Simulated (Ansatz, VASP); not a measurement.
Two plane-wave programs on AlAs

```
CELL_PARAMETERS angstrom
0.00000 2.83790 2.83790
2.83790 0.00000 2.83790
2.83790 2.83790 0.00000
ATOMIC_POSITIONS crystal
Al 0.00000 0.00000 0.00000
As 0.75000 0.75000 0.75000
```

Alike in both runs: task single point; functional PBE; k mesh 4 × 4 × 4; occupations gaussian, width 0.1 eV; no spin polarisation.

|  | VASP | Ansatz |
| --- | --- | --- |
| version | VASP 6.6.1 | Ansatz 0.2.0 |
| potentials or method | VASP PAW PBE potentials, release 64 (Al, As), cutoff 500 eV | scalar-relativistic, plane waves, PAW |
| valence electrons in the cell | 8 | 18 |

Ansatz gave:

* gap on the k mesh at the Fermi level (eV): 1.43
* least direct gap on the mesh (eV): 1.98
* pressure (GPa): 2.3

Q: What did VASP give for the same quantities?

A: gap on the k mesh at the Fermi level (eV): 1.42; least direct gap on the mesh (eV): 1.99; pressure (GPa): 2.4.

With one functional, cell and mesh, what is left measures potentials, basis and numerics. VASP's potentials hold 8 valence electrons a cell and Ansatz's 18, so a difference there can come from the potentials and not from the codes.

The k mesh is coarse, so the values compare programs but aren't converged.
